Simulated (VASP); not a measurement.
Gd: single point with PBEsol

Gd:

```
Gd
1.0
    -1.97832    1.97832    1.97832
     1.97832   -1.97832    1.97832
     1.97832    1.97832   -1.97832
Gd
1
Direct
  0.00000 0.00000 0.00000
```

This isn't the form of Gd at room conditions, which is hcp.

* Program: VASP 6.6.1
* Task: single point
* Functional: PBEsol
* Potentials or basis: VASP PAW PBE potentials, release 64 (Gd)
* Cutoff: 600 eV
* k mesh: 14 × 14 × 14
* Occupations: fermi-dirac, width 0.08 eV
* Spin: collinear spin, ferromagnetic start
* Starting moments: [7.0] μB

```
Pressure                                              : 0.4 GPa
Net moment                                            : 7.60 μB per cell
Site moments                                          : Gd +7.01 μB
Valence electrons inside the program's atomic spheres : Gd 15.22
```

Levels at points of the mesh, in eV from the Fermi level:
Spin up:
```
           k point  band 9  band 10  band 11  band 12  band 13  band 14  band 15  band 16  band 17  band 18
(0.00, 0.00, 0.00)   -4.57    -4.57    -4.57    -4.54     1.33     1.33     1.33     3.73     3.73    10.74
(0.50, 0.00, 0.00)   -4.58    -4.58    -4.56    -2.57    -0.39     1.40     3.65     4.48     6.64     8.65
(0.50, 0.50, 0.50)   -4.56    -4.56    -4.56    -2.11    -2.11     5.89     5.89     5.89     6.39     6.39
```
Spin down:
| k point | band 3 | band 4 | band 5 | band 6 | band 7 | band 8 |
| --- | --- | --- | --- | --- | --- | --- |
| (0.00, 0.00, 0.00) | -19.66 | -19.66 | -4.27 | 0.44 | 0.44 | 0.44 |
| (0.50, 0.00, 0.00) | -19.99 | -19.68 | -1.65 | 0.45 | 0.51 | 0.59 |
| (0.50, 0.50, 0.50) | -20.37 | -20.37 | -1.31 | -1.31 | 0.49 | 0.58 |

Run time: 2.1 min on 1 thread of Intel(R) Xeon(R) 6975P-C (Granite Rapids), with other jobs on the host, peak memory 0.28 GiB.

Caveat: the PAW data sets were made with another functional, which shifts forces and pressure a little; spin-orbit coupling is left out, which moves the levels of the heavy elements; semilocal functionals describe open f shells poorly, which spoils levels, moments and volumes. The state reached can hang on the start; a lower one may exist.
